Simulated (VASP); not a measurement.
# Mg2Be (P6/mmm) in VASP: further runs

Mg2Be is run at these levels: PBE; tasks: single point.

Program: VASP 6.6.1. These are calculated values, not measurements. Logs are shortened: lines on timing, memory, paths and dates and some standing lists are left out, and cuts for length are marked.

## Step 1: The cell of the first run

The structure is hexagonal, space group P6/mmm (No. 191). The conventional cell has a = 4.634 Å, b = 4.634 Å, c = 2.841 Å, α = 90.00°, β = 90.00°, γ = 120.00°. Within 3.5 Å of Mg (site symmetry -6m2) lie 5 Mg at 2.68 to 2.84 Å and 6 Be at 3.03 Å. Be (site symmetry 6/mmm) has 2 Be at 2.84 Å and 12 Mg at 3.03 Å within 3.7 Å.

## Step 2: Single point, PBE

File INCAR:

```
SYSTEM = Mg2Be
PREC = Accurate
ENCUT = 520
EDIFF = 1E-7
ISMEAR = 0
SIGMA = 0.1
LREAL = .FALSE.
LASPH = .TRUE.
NELM = 60
ALGO = Normal
ISIF = 2
LWAVE = .FALSE.
LCHARG = .FALSE.
GGA = PE
NBANDS = 10
```

File KPOINTS:

```
regular mesh
0
G
  6 6 6
  0 0 0
```

File POSCAR:

```
Mg2Be
1.0
    4.6341089100      0.0000000000      0.0000000000
   -2.3170544600      4.0132560400      0.0000000000
    0.0000000000      0.0000000000      2.8407087600
Mg Be
2 1
Direct
    0.3333333300      0.6666666700      0.5000000000
    0.6666666700      0.3333333300      0.5000000000
    0.0000000000      0.0000000000      0.0000000000
```

Potentials or basis: VASP PAW PBE potentials, release 64 (Mg, Be).

The run is started by

```console
$ cat potpaw_PBE.64/Mg/POTCAR potpaw_PBE.64/Be/POTCAR > POTCAR
$ mpirun -np 1 vasp_std > vasp.out
```

OUTCAR:

```text
SYSTEM = Mg2Be
   PREC = Accurate
   ENCUT = 520
   EDIFF = 1E-7
   ISMEAR = 0
   LREAL = .FALSE.
   LASPH = .TRUE.
   NELM = 60
   ISIF = 2
   GGA = PE

 ion  position               nearest neighbor table
   1  0.333  0.667  0.500-   2 2.68   2 2.68   2 2.68
   2  0.667  0.333  0.500-   1 2.68   1 2.68   1 2.68
   3  0.000  0.000  0.000-

  LATTYP: Found a hexagonal cell.
 ALAT       =     4.6341089100
 C/A-ratio  =     0.6129999996

  Lattice vectors:

 A1 = (   4.6341089100,   0.0000000000,   0.0000000000)
 A2 = (  -2.3170544600,   4.0132560400,   0.0000000000)
 A3 = (   0.0000000000,   0.0000000000,   2.8407087600)

Analysis of symmetry for initial positions (statically):
=====================================================================
 Subroutine PRICEL returns:
 Original cell was already a primitive cell.

 Routine SETGRP: Setting up the symmetry group for a
 hexagonal supercell.

 Subroutine GETGRP returns: Found 24 space group operations
 (whereof 24 operations were pure point group operations)
 out of a pool of 24 trial point group operations.

The static configuration has the point symmetry D_6h.

Analysis of symmetry for dynamics (positions and initial velocities):
=====================================================================
 Subroutine PRICEL returns:
 Original cell was already a primitive cell.

 Routine SETGRP: Setting up the symmetry group for a
 hexagonal supercell.

 Subroutine GETGRP returns: Found 24 space group operations
 (whereof 24 operations were pure point group operations)
 out of a pool of 24 trial point group operations.

The dynamic configuration has the point symmetry D_6h.

 Subroutine INISYM returns: Found 24 space group operations
 (whereof 24 operations are pure point group operations),
 and found     1 'primitive' translations

----------------------------------------------------------------------------------------

                                     Primitive cell

  volume of cell :      52.8311

  direct lattice vectors                    reciprocal lattice vectors
     4.634108910  0.000000000  0.000000000     0.215791217  0.124587117  0.000000000
    -2.317054460  4.013256040  0.000000000     0.000000000  0.249174234  0.000000000
     0.000000000  0.000000000  2.840708760     0.000000000  0.000000000  0.352024824

  length of vectors
     4.634108910  4.634108913  2.840708760     0.249174234  0.249174234  0.352024824

  position of ions in fractional coordinates (direct lattice)
     0.333333330  0.666666670  0.500000000
     0.666666670  0.333333330  0.500000000
     0.000000000  0.000000000  0.000000000

  ion indices of the primitive-cell ions
   primitive index   ion index
                 1           1
                 2           2
                 3           3

----------------------------------------------------------------------------------------

 KPOINTS: regular mesh

Automatic generation of k-mesh.
 Grid dimensions read from file:
 generate k-points for:    6    6    6

 Generating k-lattice:

  Cartesian coordinates                     Fractional coordinates (reciprocal lattice)
     0.035965203  0.020764520  0.000000000     0.166666667  0.000000000  0.000000000
     0.000000000  0.041529039  0.000000000     0.000000000  0.166666667  0.000000000
     0.000000000  0.000000000  0.058670804     0.000000000  0.000000000  0.166666667

  Length of vectors
     0.041529039  0.041529039  0.058670804

  Shift w.r.t. Gamma in fractional coordinates (k-lattice)
     0.000000000  0.000000000  0.000000000

 Subroutine IBZKPT returns following result:
 ===========================================

 Found     28 irreducible k-points:

 Following reciprocal coordinates:
            Coordinates               Weight
  0.000000  0.000000  0.000000      1.000000
  0.166667  0.000000  0.000000      6.000000
  0.333333  0.000000  0.000000      6.000000
  0.500000  0.000000  0.000000      3.000000
  0.166667  0.166667  0.000000      6.000000
  0.333333  0.166667  0.000000     12.000000
[... 16 lines left out ...]
  0.166667  0.000000  0.500000      6.000000
  0.333333  0.000000  0.500000      6.000000
 [... further k-points ...]
   k-points           NKPTS =     28   k-points in BZ     NKDIM =     28   number of bands    NBANDS=     10
   number of dos      NEDOS =    301   number of ions     NIONS =      3
   total plane-waves  NPLWV =  31104
   dimension x,y,z NGX =    36 NGY =   36 NGZ =   24
   dimension x,y,z NGXF=    72 NGYF=   72 NGZF=   48
   ions per type =               2   1
   NGX,Y,Z   is equivalent  to a cutoff of  12.91, 12.91, 14.05 a.u.
   NGXF,Y,Z  is equivalent  to a cutoff of  25.83, 25.83, 28.09 a.u.
 SYSTEM =  Mg2Be
   PREC   = accura    normal or accurate (medium, high low for compatibility)
   ISTART =      0    job   : 0-new  1-cont  2-samecut
   ICHARG =      2    charge: 1-file 2-atom 10-const
   ISPIN  =      1    spin polarized calculation?
   LNONCOLLINEAR =      F non collinear calculations
   LSORBIT =      F    spin-orbit coupling
   LASPH  =      T    aspherical Exc in radial PAW
   ENCUT  =  520.0 eV  38.22 Ry    6.18 a.u.   8.62  8.62  5.28*2*pi/ulx,y,z
   NELM   =     60;   NELMIN=  2; NELMDL= -5     # of ELM steps
   EDIFF  = 0.1E-06   stopping-criterion for ELM
   LREAL  =      F    real-space projection
   EDIFFG = 0.1E-05   stopping-criterion for IOM
   NSW    =      0    number of steps for IOM
   IBRION =     -1    ionic relax: 0-MD 1-quasi-New 2-CG
   NFREE  =      0    steps in history (QN), initial steepest desc. (CG)
   ISIF   =      2    stress and relaxation
   ISYM   =      2    0-nonsym 1-usesym 2-fastsym
   POTIM  = 0.5000    time-step for ionic-motion
   TEBEG  =    0.0;   TEEND  =   0.0 temperature during run
   PSTRESS=    0.0 pullay stress
   NELECT =       6.0000    total number of electrons
   NUPDOWN=      -1.0000    fix difference up-down
   EMIN   =  10.00;   EMAX   =-10.00  energy-range for DOS
   EFERMI =   0.00;   METHOD = LEGACY
   ISMEAR =     0;   SIGMA  =   0.10  broadening in eV -4-tet -1-fermi 0-gaus
   EFERMI_NEDOS =   21; number of points for ismear=-14 and -15
   IALGO  =     38    algorithm
   IMIX   =      4    mixing-type and parameters
     AMIX     =   0.40;   BMIX     =  1.00
     AMIX_MAG =   1.60;   BMIX_MAG =  1.00
  volume/ion in A,a.u.               =      17.61       118.84
  Fermi-wavevector in a.u.,A,eV,Ry     =   0.792797  1.498169  8.551629  0.628527
  Thomas-Fermi vector in A             =   1.898606
   LORBIT       =      0    0 simple, 1 ext, 2 COOP (PROOUT), +10 PAW based schemes
   GGA     = PE    functional components
   LHFCALC =     F    Hartree Fock is set to
   AEXX    =    0.0000 exact exchange contribution
   IVDW    =     0    specifies the selected vdW correction
   LEPSILON=     F    determine dielectric tensor
   LRPA    =     F    only Hartree local field effects (RPA)
 non-spin polarized calculation
 Gauss-broadening in eV      SIGMA  =   0.10
  energy-cutoff  :      520.00
  volume of cell :       52.83
 maximum number of plane-waves:      1450
 NGX is ok and might be reduce to    36
   NGX = 17   NGY = 17   NGZ = 11

 number of electron       6.0000000 magnetization

 Free energy of the ion-electron system (eV)
  ---------------------------------------------------
  ext. energy  EPLUGINS =         0.00000000
  ---------------------------------------------------
  free energy    TOTEN  =        -5.18485137 eV

  energy without entropy =       -5.17517049  energy(sigma->0) =       -5.18001093

 E-fermi :   3.5251     XC(G=0):  -8.9883

 val. band max:        3.5058850804   @ k =   0.3333   0.1667   0.5000
 cond. band min:       3.5505448710   @ k =   0.3333   0.0000   0.3333
 fundamental gap:      0.0446597906
 Fermi energy:         3.5250965508

 k-point     1 :       0.0000    0.0000    0.0000
  band No.  band energies     occupation
      1      -4.4235      2.00000
      2       3.0855      2.00000
      3       3.0855      2.00000
      4       4.1976      0.00000
      5       4.1976      0.00000
      6       5.1046      0.00000
      7       6.0868      0.00000
      8      10.8706      0.00000
      9      13.1933      0.00000
     10      17.2831      0.00000

 k-point     2 :       0.1667    0.0000    0.0000
  band No.  band energies     occupation
      1      -4.1769      2.00000
      2       1.4464      2.00000
      3       2.3578      2.00000
      4       3.6508      0.07556
      5       5.3862      0.00000
      6       6.3712      0.00000
      7       7.7833      0.00000
      8      10.9882      0.00000
      9      13.3138      0.00000
     10      16.1988      0.00000

 k-point     3 :       0.3333    0.0000    0.0000
  band No.  band energies     occupation
      1      -3.4415      2.00000
      2      -0.5738      2.00000
      3       1.6983      2.00000
      4       3.0047      2.00000
      5       7.3927      0.00000
      6       8.2884      0.00000
      7      10.6415      0.00000
      8      11.2645      0.00000
      9      13.2838      0.00000
     10      13.3141      0.00000

 k-point     4 :       0.5000    0.0000    0.0000
  band No.  band energies     occupation
      1      -2.2587      2.00000
      2      -2.2024      2.00000
      3       1.4721      2.00000
      4       2.7783      2.00000
      5       9.1504      0.00000
      6       9.8254      0.00000
      7      11.1502      0.00000
      8      11.4021      0.00000
      9      11.4330      0.00000
     10      13.2376      0.00000
[... 222 lines left out ...]
 k-point    22 :       0.0000    0.0000    0.5000
  band No.  band energies     occupation
      1      -0.1523      2.00000
      2      -0.0655      2.00000
      3       6.4527      0.00000
      4       6.4527      0.00000
      5       8.0161      0.00000
      6       8.1595      0.00000
      7       8.1595      0.00000
      8       8.5788      0.00000
      9       8.5788      0.00000
     10       8.6430      0.00000

 k-point    23 :       0.1667    0.0000    0.5000
  band No.  band energies     occupation
      1       0.0853      2.00000
      2       0.1517      2.00000
      3       5.2418      0.00000
      4       5.9179      0.00000
      5       6.0505      0.00000
      6       7.3027      0.00000
      7       7.3950      0.00000
      8       7.8525      0.00000
      9       9.5888      0.00000
     10       9.9275      0.00000

 k-point    24 :       0.3333    0.0000    0.5000
  band No.  band energies     occupation
      1       0.7550      2.00000
      2       0.8003      2.00000
      3       3.4249      1.84342
      4       4.0961      0.00000
      5       5.3027      0.00000
      6       6.6493      0.00000
      7       6.9044      0.00000
      8       7.4280      0.00000
      9      11.1086      0.00000
     10      11.5876      0.00000

 [... further k-points ...]
[... 5 lines left out ...]
  --------------------------------------------------------------------------------------
  -------------------------------------------------------------------------------------
  Total        0.9701691      0.9701691     -1.5726858     -0.0000000      0.0000000      0.0000000
  in kB       29.4217297     29.4217297    -47.6938886     -0.0000000      0.0000000      0.0000000
  external PRESSURE =       3.7165236 kB  Pullay stress =       0.0000000 kB

 VOLUME and BASIS-vectors are now :
 -----------------------------------------------------------------------------
  energy-cutoff  :      520.00
  volume of cell :       52.83
      direct lattice vectors                 reciprocal lattice vectors
     4.634108910  0.000000000  0.000000000     0.215791217  0.124587117  0.000000000
    -2.317054460  4.013256040  0.000000000     0.000000000  0.249174234  0.000000000
     0.000000000  0.000000000  2.840708760     0.000000000  0.000000000  0.352024824

 POSITION                                       TOTAL-FORCE (eV/Angst)
 -----------------------------------------------------------------------------------
     -0.00000      2.67550      1.42035         0.000000     -0.000000      0.000000
      2.31705      1.33775      1.42035        -0.000000      0.000000      0.000000
      0.00000      0.00000      0.00000         0.000000      0.000000      0.000000
 -----------------------------------------------------------------------------------
    total drift:                               -0.000000      0.000000     -0.000000

  FREE ENERGIE OF THE ION-ELECTRON SYSTEM (eV)
  ---------------------------------------------------
  free  energy   TOTEN  =        -5.1848513742 eV

  energy  without entropy=       -5.1751704850  energy(sigma->0) =       -5.18001093
```

Run time: 11 s. Hardware: 1 thread of Intel Xeon Platinum 8259CL at 2.50GHz (Skylake/Cascade Lake), shared host; peak memory 0.18 GiB.

What came out:

```yaml
Free_energy: -5.1849 eV
Pressure: 0.4 GPa
Band_gap_on_the_k_mesh: zero (band 3 reaches 6.45 eV, above the bottom of band 4 at 2.78 eV)
```

Levels at points of the mesh, in eV from the Fermi level:
| k point | band 1 | band 2 | band 3 | band 4 | band 5 | band 6 | band 7 | band 8 |
| --- | --- | --- | --- | --- | --- | --- | --- | --- |
| (0.00, 0.00, 0.00) | -7.95 | -0.44 | -0.44 | 0.67 | 0.67 | 1.58 | 2.56 | 7.35 |
| (0.50, 0.00, 0.00) | -5.78 | -5.73 | -2.05 | -0.75 | 5.63 | 6.30 | 7.63 | 7.88 |
| (0.00, 0.00, 0.50) | -3.68 | -3.59 | 2.93 | 2.93 | 4.49 | 4.63 | 4.63 | 5.05 |
| (0.50, 0.00, 0.50) | -2.13 | -1.81 | -1.43 | -0.51 | 1.55 | 2.90 | 3.22 | 3.72 |

Caveat: the k points lie up to 0.37 Å⁻¹ apart.

## Step 3: Single point, PBE

This run uses another cell than the first one, of 17.67 Å³/atom, 1.003 times its volume.

File INCAR:

```
  PREC = Accurate
  ENCUT = 520
  EDIFF = 1E-7
  ISMEAR = 0
  SIGMA = 0.1
  LREAL = F
  LASPH = T
  NELM = 60
  ALGO = Normal
  ISIF = 2
  LWAVE = F
  LCHARG = F
  GGA = PE
  NBANDS = 10
```

File KPOINTS:

```
Automatic mesh
0
Gamma
  12 12 16
```

File POSCAR:

```
Mg2Be
1.0
    4.7071056653      0.0000000029      0.0000000000
   -2.3535528352      4.0764730830      0.0000000000
    0.0000000000      0.0000000000      2.7628039640
Mg Be
2 1
Direct
    0.3333333333      0.6666666667      0.5000000000
    0.6666666667      0.3333333333      0.5000000000
    0.0000000000      0.0000000000      0.0000000000
```

Potentials or basis: VASP PAW PBE potentials, release 64 (Mg, Be).

The run is started by

```console
$ cat potpaw_PBE.64/Mg/POTCAR potpaw_PBE.64/Be/POTCAR > POTCAR
$ mpirun -np 1 vasp_std > vasp.out
```

Wall time 49 s (1 thread of Intel Xeon Platinum 8259CL at 2.50GHz (Skylake/Cascade Lake), shared host); peak memory 0.25 GiB.

It converged, with:

```yaml
Free_energy: -5.2298 eV
Pressure: -0.1 GPa
Band_gap_on_the_k_mesh: zero (band 3 reaches 6.52 eV, above the bottom of band 4 at 2.52 eV)
```

Levels at points of the mesh, in eV from the Fermi level:
```tsv
k point	band 1	band 2	band 3	band 4	band 5	band 6
(0.00, 0.00, 0.00)	-7.93	-0.59	-0.59	0.45	0.45	1.22
(0.50, 0.00, 0.00)	-5.82	-5.78	-2.18	-0.99	5.30	5.87
(0.00, 0.00, 0.50)	-3.41	-3.36	3.02	3.02	4.35	4.75
(0.50, 0.00, 0.50)	-1.97	-1.67	-1.23	-0.23	1.66	3.07
```
